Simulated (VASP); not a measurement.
Write the native input for VASP 6.6.1 that does the following.

```yaml
Task: single point
Functional: PBE
Potentials_or_basis: VASP PAW PBE potentials, release 64 (Cs_sv)
Cutoff: 520 eV
k_mesh: 4 × 4 × 6
Occupations: fermi-dirac, width 0.08 eV
Spin: no spin polarisation
Dipole_correction: no
k_mesh_for_the_DOS: 6 × 6 × 9
Occupations_for_the_DOS: tetrahedron
Further_INCAR_settings: ALGO = Normal; EDIFF = 1e-06
```

Crystal: Cs.

```xyz
3
Lattice="6.5076 0.0000 0.0000 -3.2538 5.6357 0.0000 0.0000 0.0000 3.8703" Properties=species:S:1:pos:R:3 pbc="T T T"
Cs    0.0000    0.0000    0.0000
Cs    0.0000    3.7572    1.9352
Cs    3.2538    1.8786    1.9352
```

This isn't the form of Cs at room conditions, which is bcc.

These files were run (other wordings do the same):

POSCAR

```
Cs
1.0
    6.5075906402      0.0000000000      0.0000000000
   -3.2537953201      5.6357388118      0.0000000000
    0.0000000000      0.0000000000      3.8703410896
Cs
3
Direct
    0.0000000000      0.0000000000      0.0000000000
    0.3333333333      0.6666666667      0.5000000000
    0.6666666667      0.3333333333      0.5000000000
```

INCAR.step1

```
ALGO     = Normal         # electronic algorithm
EDIFF    = 1E-6           # SCF threshold, eV
ENCUT    = 520            # plane-wave cutoff, eV
GGA      = PE             # functional
ISIF     = 2              # what is computed and relaxed
ISMEAR   = -1             # smearing method
LASPH    = T              # aspherical terms in the spheres
LCHARG   = T              # write CHGCAR
LREAL    = F              # projectors in reciprocal space
LWAVE    = F              # write WAVECAR
NBANDS   = 20             # bands
NELM     = 60             # most SCF steps
PREC     = Accurate       # precision mode
SIGMA    = 0.08           # smearing width, eV
```

KPOINTS.step1

```
k-points
0
Gamma
  4 4 6
```

INCAR.step2

```
ALGO     = Normal         # electronic algorithm
EDIFF    = 1E-6           # SCF threshold, eV
ENCUT    = 520            # plane-wave cutoff, eV
GGA      = PE             # functional
ICHARG   = 11             # starting density
ISIF     = 2              # what is computed and relaxed
ISMEAR   = -5             # smearing method
LASPH    = T              # aspherical terms in the spheres
LCHARG   = F              # write CHGCAR
LORBIT   = 11             # projections on sites
LREAL    = F              # projectors in reciprocal space
LWAVE    = F              # write WAVECAR
NEDOS    = 2001           # points of the DOS
NELM     = 60             # most SCF steps
PREC     = Accurate       # precision mode
SIGMA    = 0.08           # smearing width, eV
```

KPOINTS.step2

```
k-points
0
Gamma
  6 6 9
```

Potentials or basis: VASP PAW PBE potentials, release 64 (Cs_sv).

Launch:

```sh
$ cat potpaw_PBE.64/Cs_sv/POTCAR > POTCAR
$ cp INCAR.step1 INCAR
$ cp KPOINTS.step1 KPOINTS
$ mpirun -np 1 vasp_std > vasp.out
$ cp INCAR.step2 INCAR
$ cp KPOINTS.step2 KPOINTS
$ mpirun -np 1 vasp_std > vasp.out
```

It gave:

```
Valence electrons inside the program's atomic spheres : Cs 6.57, 6.59 (each value once)
```

Wall time 78 s on 1 thread of Intel(R) Xeon(R) 6975P-C (Granite Rapids) (shared host), peak memory 0.25 GiB.
